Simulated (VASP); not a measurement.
Set up this calculation in VASP 6.6.1, as the native input.

```yaml
Task: dielectric tensor
Functional: PBEsol
Potentials_or_basis: VASP PAW PBE potentials, release 64 (Mg, O)
Cutoff: 520 eV
k_mesh: 6 × 6 × 4
Occupations: gaussian, width 0.01 eV
Spin: no spin polarisation
Dipole_correction: no
Further_INCAR_settings: ALGO = Normal; EDIFF = 1e-08
```

The structure of MgO lies in POSCAR:

```
MgO
1.0
    3.4863778600      0.0000000000      0.0000000000
   -1.7431889300      3.0192918000      0.0000000000
    0.0000000000      0.0000000000      4.1780412200
Mg O
2 2
Direct
    0.6666666707      0.3333333300      0.7499999988
    0.3333333293      0.6666666700      0.2499999988
    0.6666666707      0.3333333300      0.2499999988
    0.3333333293      0.6666666700      0.7499999988
```

The input as run:

INCAR

```
  ALGO = Normal
  EDIFF = 1E-8
  ENCUT = 520
  GGA = PS
  ISIF = 2
  ISMEAR = 0
  LASPH = T
  LCHARG = F
  LEPSILON = T
  LREAL = F
  LWAVE = F
  NELM = 60
  PREC = Accurate
  SIGMA = 0.01
```

KPOINTS

```
k-points
0
Gamma
  6 6 4
```

Potentials or basis: VASP PAW PBE potentials, release 64 (Mg, O).

Launch:

```bash
$ cat potpaw_PBE.64/Mg/POTCAR potpaw_PBE.64/O/POTCAR > POTCAR
$ mpirun -np 1 vasp_std > vasp.out
```

It gave:

```json
{
 "Band gap on the k mesh": "3.31 eV, direct",
 "Electronic dielectric tensor (diagonal)": "2.99, 2.99, 3.01",
 "Born charges (mean of the diagonal)": "Mg +1.84; O -1.84 e"
}
```

It took 73 s on 1 thread of Intel(R) Xeon(R) Platinum 8488C (Sapphire Rapids) (shared host), peak memory 0.21 GiB.
